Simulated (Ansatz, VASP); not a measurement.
# AlH4: VASP beside Ansatz

```
Al H
1.0
    -1.74205    1.74205    4.23254
     1.74205   -1.74205    4.23254
     1.74205    1.74205   -4.23254
Al H
1 4
Direct
  0.00000 0.00000 0.00000
  0.19678 0.19678 0.00000
  0.80322 0.80322 0.00000
  0.50000 0.00000 0.50000
  0.00000 0.50000 0.50000
```

Change from the starting cell: species swapped into the SnF4 type (I4/mmm, No. 139).

Alike in both runs: functional PBE; k mesh 16 × 16 × 16; occupations gaussian, width 0.1 eV; no spin polarisation.

Ansatz relaxed the structure, and its values are those at the end. VASP's run is a single point on that final structure, the one shown.

```csv
,VASP,Ansatz
version,VASP 6.6.1,Ansatz 0.2.0
potentials or method,"VASP PAW PBE potentials, release 64 (Al, H), cutoff 520 eV","scalar-relativistic, plane waves, PAW"
valence electrons in the cell,7,7
```

|  | VASP | Ansatz | Ansatz less VASP |
| --- | --- | --- | --- |
| gap on the k mesh at the Fermi level (eV) | none | none | - |
| pressure (GPa) | -0.1 | 0.0 | +0.16 |

A gap of «none» marks a metal or a gap that the smearing closes.
